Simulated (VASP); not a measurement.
# BaTiO3 (P4mm) in VASP: further runs

Aim: see how the results for BaTiO3 move with the level of theory and the settings. Levels: LDA, PBE+U, PBEsol-based global hybrid, PBEsol. Tasks: single point, relaxation of cell and atoms.

Program: VASP 6.6.1. These are calculated values, not measurements. Logs are shortened: lines on timing, memory, paths and dates and some standing lists are left out, and cuts for length are marked.

## Step 1: The cell of the first run

The structure is tetragonal, space group P4mm (No. 99). The conventional cell has a = 4.000 Å, b = 4.000 Å, c = 4.018 Å, α = 90.00°, β = 90.00°, γ = 90.00°. Within 3.7 Å of Ba (site symmetry 4mm) lie 12 O at 2.79 to 2.88 Å and 8 Ti at 3.45 to 3.49 Å. Within 2.5 Å of Ti (site symmetry 4mm) lie 6 O at 1.89 to 2.13 Å. O (site symmetry 2mm) has 2 Ti at 2.00 Å within 2.7 Å. Within 2.5 Å of O (site symmetry 4mm) lie 2 Ti at 1.89 to 2.13 Å.

## Step 2: Single point, LDA

INCAR reads:

```
  PREC = Accurate
  ENCUT = 520
  EDIFF = 1E-6
  ISMEAR = 0
  SIGMA = 0.1
  LREAL = False
  LASPH = True
  NELM = 100
  ALGO = Normal
  ISIF = 2
  LWAVE = False
  LCHARG = True
  LELF = True
  LVHAR = True
  NBANDS = 28
```

KPOINTS reads:

```
Automatic mesh
0
Gamma
  11 11 11
```

POSCAR reads:

```
BaTiO3
1.0
    3.9998000000      0.0000000000      0.0000000000
    0.0000000000      3.9998000000      0.0000000000
    0.0000000000      0.0000000000      4.0180000000
Ba Ti O
1 1 3
Direct
    0.0000000000      0.0000000000      0.0000000000
    0.5000000000      0.5000000000      0.4900000000
    0.0000000000      0.5000000000      0.5170000000
    0.5000000000      0.0000000000      0.5170000000
    0.5000000000      0.5000000000      0.0190000000
```

Potentials or basis: VASP PAW LDA potentials, release 64 (Ba_sv, Ti_sv, O).

Command:

```sh
> cat potpaw_LDA.64/Ba_sv/POTCAR potpaw_LDA.64/Ti_sv/POTCAR potpaw_LDA.64/O/POTCAR > POTCAR
> mpirun -np 1 vasp_std > vasp.out
```

OUTCAR:

```text
PREC = Accurate
   ENCUT = 520
   EDIFF = 1E-6
   ISMEAR = 0
   LREAL = False
   LASPH = True
   NELM = 100
   ISIF = 2

 ion  position               nearest neighbor table
   1  0.000  0.000  0.000-   3 2.79   4 2.79   3 2.79   4 2.79   5 2.83   5 2.83   5 2.83   5 2.83
                             4 2.88   3 2.88   4 2.88   3 2.88   2 3.45   2 3.45   2 3.45   2 3.45
   2  0.500  0.500  0.490-   5 1.89   4 2.00   3 2.00   4 2.00   3 2.00   5 2.13   1 3.45   1 3.45
                             1 3.45   1 3.45   1 3.49   1 3.49   1 3.49   1 3.49
   3  0.000  0.500  0.517-   2 2.00   2 2.00   1 2.79   1 2.79   1 2.88   1 2.88
   4  0.500  0.000  0.517-   2 2.00   2 2.00   1 2.79   1 2.79   1 2.88   1 2.88
   5  0.500  0.500  0.019-   2 1.89   2 2.13   1 2.83   1 2.83   1 2.83   1 2.83

  LATTYP: Found a simple tetragonal cell.
 ALAT       =     3.9998000000
 C/A-ratio  =     1.0045502275

  Lattice vectors:

 A1 = (   3.9998000000,   0.0000000000,   0.0000000000)
 A2 = (   0.0000000000,   3.9998000000,   0.0000000000)
 A3 = (   0.0000000000,   0.0000000000,   4.0180000000)

Analysis of symmetry for initial positions (statically):
=====================================================================
 Subroutine PRICEL returns:
 Original cell was already a primitive cell.

 Routine SETGRP: Setting up the symmetry group for a
 simple tetragonal supercell.

 Subroutine GETGRP returns: Found  8 space group operations
 (whereof  8 operations were pure point group operations)
 out of a pool of 16 trial point group operations.

The static configuration has the point symmetry C_4v.

Analysis of symmetry for dynamics (positions and initial velocities):
=====================================================================
 Subroutine PRICEL returns:
 Original cell was already a primitive cell.

 Routine SETGRP: Setting up the symmetry group for a
 simple tetragonal supercell.

 Subroutine GETGRP returns: Found  8 space group operations
 (whereof  8 operations were pure point group operations)
 out of a pool of 16 trial point group operations.

The dynamic configuration has the point symmetry C_4v.

 Subroutine INISYM returns: Found  8 space group operations
 (whereof  8 operations are pure point group operations),
 and found     1 'primitive' translations

----------------------------------------------------------------------------------------

                                     Primitive cell

  volume of cell :      64.2816

  direct lattice vectors                    reciprocal lattice vectors
     3.999800000  0.000000000  0.000000000     0.250012501  0.000000000  0.000000000
     0.000000000  3.999800000  0.000000000     0.000000000  0.250012501  0.000000000
     0.000000000  0.000000000  4.018000000     0.000000000  0.000000000  0.248880040

  length of vectors
     3.999800000  3.999800000  4.018000000     0.250012501  0.250012501  0.248880040

  position of ions in fractional coordinates (direct lattice)
     0.000000000  0.000000000  0.000000000
     0.500000000  0.500000000  0.490000000
     0.000000000  0.500000000  0.517000000
     0.500000000  0.000000000  0.517000000
     0.500000000  0.500000000  0.019000000

  ion indices of the primitive-cell ions
   primitive index   ion index
                 1           1
                 2           2
                 3           3
                 4           4
                 5           5

----------------------------------------------------------------------------------------

 KPOINTS: Automatic mesh

Automatic generation of k-mesh.
 Grid dimensions read from file:
 generate k-points for:   11   11   11

 Generating k-lattice:

  Cartesian coordinates                     Fractional coordinates (reciprocal lattice)
     0.022728409  0.000000000  0.000000000     0.090909091  0.000000000  0.000000000
     0.000000000  0.022728409  0.000000000     0.000000000  0.090909091  0.000000000
     0.000000000  0.000000000  0.022625458     0.000000000  0.000000000  0.090909091

  Length of vectors
     0.022728409  0.022728409  0.022625458

  Shift w.r.t. Gamma in fractional coordinates (k-lattice)
     0.000000000  0.000000000  0.000000000

 Subroutine IBZKPT returns following result:
 ===========================================

 Found    126 irreducible k-points:

 Following reciprocal coordinates:
            Coordinates               Weight
  0.000000  0.000000  0.000000      1.000000
  0.090909  0.000000  0.000000      4.000000
  0.181818  0.000000  0.000000      4.000000
  0.272727  0.000000  0.000000      4.000000
  0.363636  0.000000  0.000000      4.000000
  0.454545  0.000000  0.000000      4.000000
[... 16 lines left out ...]
  0.090909  0.000000  0.090909      8.000000
  0.181818  0.000000  0.090909      8.000000
 [... further k-points ...]
   k-points           NKPTS =    126   k-points in BZ     NKDIM =    126   number of bands    NBANDS=     28
   number of dos      NEDOS =    301   number of ions     NIONS =      5
   total plane-waves  NPLWV =  27000
   dimension x,y,z NGX =    30 NGY =   30 NGZ =   30
   dimension x,y,z NGXF=    60 NGYF=   60 NGZF=   60
   ions per type =               1   1   3
   NGX,Y,Z   is equivalent  to a cutoff of  12.47, 12.47, 12.41 a.u.
   NGXF,Y,Z  is equivalent  to a cutoff of  24.94, 24.94, 24.83 a.u.
 SYSTEM =  unknown system
   PREC   = accura    normal or accurate (medium, high low for compatibility)
   ISTART =      0    job   : 0-new  1-cont  2-samecut
   ICHARG =      2    charge: 1-file 2-atom 10-const
   ISPIN  =      1    spin polarized calculation?
   LNONCOLLINEAR =      F non collinear calculations
   LSORBIT =      F    spin-orbit coupling
   LASPH  =      T    aspherical Exc in radial PAW
   ENCUT  =  520.0 eV  38.22 Ry    6.18 a.u.   7.44  7.44  7.47*2*pi/ulx,y,z
   NELM   =    100;   NELMIN=  2; NELMDL= -5     # of ELM steps
   EDIFF  = 0.1E-05   stopping-criterion for ELM
   LREAL  =      F    real-space projection
   EDIFFG = 0.1E-04   stopping-criterion for IOM
   NSW    =      0    number of steps for IOM
   IBRION =     -1    ionic relax: 0-MD 1-quasi-New 2-CG
   NFREE  =      0    steps in history (QN), initial steepest desc. (CG)
   ISIF   =      2    stress and relaxation
   ISYM   =      2    0-nonsym 1-usesym 2-fastsym
   POTIM  = 0.5000    time-step for ionic-motion
   TEBEG  =    0.0;   TEEND  =   0.0 temperature during run
   PSTRESS=    0.0 pullay stress
   NELECT =      40.0000    total number of electrons
   NUPDOWN=      -1.0000    fix difference up-down
   EMIN   =  10.00;   EMAX   =-10.00  energy-range for DOS
   EFERMI =   0.00;   METHOD = LEGACY
   ISMEAR =     0;   SIGMA  =   0.10  broadening in eV -4-tet -1-fermi 0-gaus
   EFERMI_NEDOS =   21; number of points for ismear=-14 and -15
   IALGO  =     38    algorithm
   IMIX   =      4    mixing-type and parameters
     AMIX     =   0.40;   BMIX     =  1.00
     AMIX_MAG =   1.60;   BMIX_MAG =  1.00
  volume/ion in A,a.u.               =      12.86        86.76
  Fermi-wavevector in a.u.,A,eV,Ry     =   1.397653  2.641181 26.578078  1.953434
  Thomas-Fermi vector in A             =   2.520888
   LORBIT       =      0    0 simple, 1 ext, 2 COOP (PROOUT), +10 PAW based schemes
   GGA     = CA    functional components
   LHFCALC =     F    Hartree Fock is set to
   AEXX    =    0.0000 exact exchange contribution
   IVDW    =     0    specifies the selected vdW correction
   LEPSILON=     F    determine dielectric tensor
   LRPA    =     F    only Hartree local field effects (RPA)
 non-spin polarized calculation
 Gauss-broadening in eV      SIGMA  =   0.10
  energy-cutoff  :      520.00
  volume of cell :       64.28
 maximum number of plane-waves:      1763
 NGX is ok and might be reduce to    30
   NGX = 15   NGY = 15   NGZ = 15

 number of electron      39.9999977 magnetization

 Free energy of the ion-electron system (eV)
  ---------------------------------------------------
  ext. energy  EPLUGINS =         0.00000000
  ---------------------------------------------------
  free energy    TOTEN  =       -44.11385050 eV

  energy without entropy =      -44.11385050  energy(sigma->0) =      -44.11385050

 E-fermi :   4.0547     XC(G=0): -11.7206

 val. band max:        3.4896550889   @ k =   0.4545   0.4545   0.4545
 cond. band min:       5.2165147145   @ k =   0.0000   0.0000   0.0000
 fundamental gap:      1.7268596257
 Fermi energy:         4.0547183926

 k-point     1 :       0.0000    0.0000    0.0000
  band No.  band energies     occupation
      1     -52.3178      2.00000
      2     -28.9624      2.00000
      3     -28.9313      2.00000
      4     -28.9313      2.00000
      5     -21.1665      2.00000
      6     -13.0736      2.00000
[... 20 lines left out ...]
     27       8.4259      0.00000
     28      10.6486      0.00000

 k-point     2 :       0.0909    0.0000    0.0000
  band No.  band energies     occupation
      1     -52.3177      2.00000
      2     -28.9623      2.00000
      3     -28.9357      2.00000
      4     -28.9312      2.00000
      5     -21.1569      2.00000
      6     -13.0793      2.00000
[... 20 lines left out ...]
     27       8.5887      0.00000
     28      10.8495      0.00000

 k-point     3 :       0.1818    0.0000    0.0000
  band No.  band energies     occupation
      1     -52.3175      2.00000
      2     -28.9618      2.00000
      3     -28.9473      2.00000
      4     -28.9307      2.00000
      5     -21.1310      2.00000
      6     -13.1122      2.00000
[... 20 lines left out ...]
     27       9.0354      0.00000
     28      11.4196      0.00000

 k-point     4 :       0.2727    0.0000    0.0000
  band No.  band energies     occupation
      1     -52.3172      2.00000
      2     -28.9627      2.00000
      3     -28.9609      2.00000
      4     -28.9301      2.00000
      5     -21.0966      2.00000
      6     -13.1860      2.00000
[... 578 lines left out ...]
     27       8.5900      0.00000
     28      10.8508      0.00000

 k-point    23 :       0.0909    0.0000    0.0909
  band No.  band energies     occupation
      1     -52.3176      2.00000
      2     -28.9664      2.00000
      3     -28.9355      2.00000
      4     -28.9310      2.00000
      5     -21.1479      2.00000
      6     -13.0753      2.00000
[... 20 lines left out ...]
     27       8.7504      0.00000
     28      11.0111      0.00000

 k-point    24 :       0.1818    0.0000    0.0909
  band No.  band energies     occupation
      1     -52.3174      2.00000
      2     -28.9660      2.00000
      3     -28.9471      2.00000
      4     -28.9305      2.00000
      5     -21.1227      2.00000
      6     -13.0969      2.00000
[... 20 lines left out ...]
     27       9.1996      0.00000
     28      11.4703      0.00000

 [... further k-points ...]
[... 5 lines left out ...]
  --------------------------------------------------------------------------------------
  -------------------------------------------------------------------------------------
  Total       -2.7360301     -2.7360301     -2.3395261      0.0000000      0.0000000      0.0000000
  in kB      -68.1938120    -68.1938120    -58.3112023      0.0000000      0.0000000      0.0000000
  external PRESSURE =     -64.8996088 kB  Pullay stress =       0.0000000 kB

 VOLUME and BASIS-vectors are now :
 -----------------------------------------------------------------------------
  energy-cutoff  :      520.00
  volume of cell :       64.28
      direct lattice vectors                 reciprocal lattice vectors
     3.999800000  0.000000000  0.000000000     0.250012501  0.000000000  0.000000000
     0.000000000  3.999800000  0.000000000     0.000000000  0.250012501  0.000000000
     0.000000000  0.000000000  4.018000000     0.000000000  0.000000000  0.248880040

 POSITION                                       TOTAL-FORCE (eV/Angst)
 -----------------------------------------------------------------------------------
      0.00000      0.00000      0.00000         0.000000     -0.000000      0.038786
      1.99990      1.99990      1.96882        -0.000000     -0.000000     -0.153614
      0.00000      1.99990      2.07731        -0.000000     -0.000000     -0.124859
      1.99990      0.00000      2.07731        -0.000000     -0.000000     -0.124859
      1.99990      1.99990      0.07634        -0.000000      0.000000      0.364547
 -----------------------------------------------------------------------------------
    total drift:                                0.000000      0.000000      0.000185

  FREE ENERGIE OF THE ION-ELECTRON SYSTEM (eV)
  ---------------------------------------------------
  free  energy   TOTEN  =       -44.1138504951 eV

  energy  without entropy=      -44.1138504951  energy(sigma->0) =      -44.11385050
```

Wall time 1.8 min (1 thread of Intel Xeon 6975P-C (Granite Rapids), shared host); peak memory 0.32 GiB.

What came out:

| Item | Value |
| --- | --- |
| Free energy | -44.1139 eV |
| Pressure | -6.5 GPa |
| Largest force | 0.365 eV/Å |
| Band gap on the k mesh | 1.73 eV, indirect (least direct gap 1.97 eV) |

Forces on the atoms (eV/Å):
```
Ba   0.000  0.000  0.039
Ti   0.000  0.000 -0.154
O    0.000  0.000 -0.125
O    0.000  0.000 -0.125
O    0.000  0.000  0.365
```

Levels at points of the mesh, in eV from the valence-band top:
| k point | band 17 | band 18 | band 19 | band 20 | band 21 | band 22 | band 23 | band 24 |
| --- | --- | --- | --- | --- | --- | --- | --- | --- |
| (0.00, 0.00, 0.00) | -1.11 | -0.25 | -0.24 | -0.24 | 1.73 | 1.95 | 1.95 | 4.05 |

Caveat: spin-orbit coupling is left out, which moves the levels of the heavy elements. A k mesh can miss the band edges.

[end of part 1 of 3]
